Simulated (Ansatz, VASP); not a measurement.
**One calculation of Al2GaSb3, two programs**

```
Al Ga Sb
1.0
     4.38590    0.00000    0.00000
    -2.19295    3.79830    0.00000
     0.00000    0.00000   21.67245
Al Ga Sb
4 2 6
Direct
  0.00000 0.00000 0.16679
  0.66667 0.33333 0.99988
  0.66667 0.33333 0.33353
  0.66667 0.33333 0.66661
  0.00000 0.00000 0.50043
  0.00000 0.00000 0.83364
  0.00000 0.00000 0.29155
  0.00000 0.00000 0.62494
  0.00000 0.00000 0.95815
  0.66667 0.33333 0.12473
  0.66667 0.33333 0.45839
  0.66667 0.33333 0.79156
```

Alike in both runs: task single point; functional PBE; k mesh 6 × 6 × 1; occupations gaussian, width 0.2 eV; no spin polarisation.

```csv
,VASP,Ansatz
version,VASP 6.6.1,Ansatz 0.2.0
potentials or method,"VASP PAW PBE potentials, release 64 (Al, Ga_d, Sb), cutoff 520 eV","scalar-relativistic, plane waves, PAW"
valence electrons in the cell,68,128
```

```tsv
	VASP	Ansatz	Ansatz less VASP
gap on the k mesh at the Fermi level (eV)	0.25	0.26	+0.004
least direct gap on the mesh (eV)	0.25	0.26	+0.004
pressure (GPa)	0.2	0.0	-0.14
traceless stress, the component that is largest in VASP (GPa)	-0.07	-0.07	+0.002
rms of the force components (eV/Å)	0.005	0.003	-0.0017
```

Atom by atom the forces differ by 0.003 eV/Å (rms over components). VASP's potentials hold 68 valence electrons a cell and Ansatz's 128, so a difference there can come from the potentials and not from the codes.

Spin-orbit coupling is off throughout.
